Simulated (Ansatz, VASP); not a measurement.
**Cs: VASP beside Ansatz**

```
Cs
1.0
     5.01161    0.00000    0.00000
     0.00000    5.01161    0.00000
     0.00000    0.00000    5.01161
Cs
1
Direct
  0.00000 0.00000 0.00000
```

Alike in both runs: functional PBE; k mesh 8 × 8 × 8; occupations fermi-dirac, width 0.08 eV; no spin polarisation.

Ansatz relaxed the structure, and its values are those at the end. VASP's run is a single point on that final structure, the one shown.

|  | VASP | Ansatz |
| --- | --- | --- |
| version | VASP 6.6.1 | Ansatz 0.2.0 |
| potentials or method | VASP PAW PBE potentials, release 64 (Cs_sv) | PAW with Ansatz's default frozen-core files, scalar-relativistic |
| plane-wave cutoff (eV) | 520 | 420 |
| valence electrons in the cell | 9 | 9 |

|  | VASP | Ansatz | Ansatz less VASP |
| --- | --- | --- | --- |
| pressure (GPa) | 0.0 | 0.0 | 0.00 |

Spin-orbit coupling is off throughout.
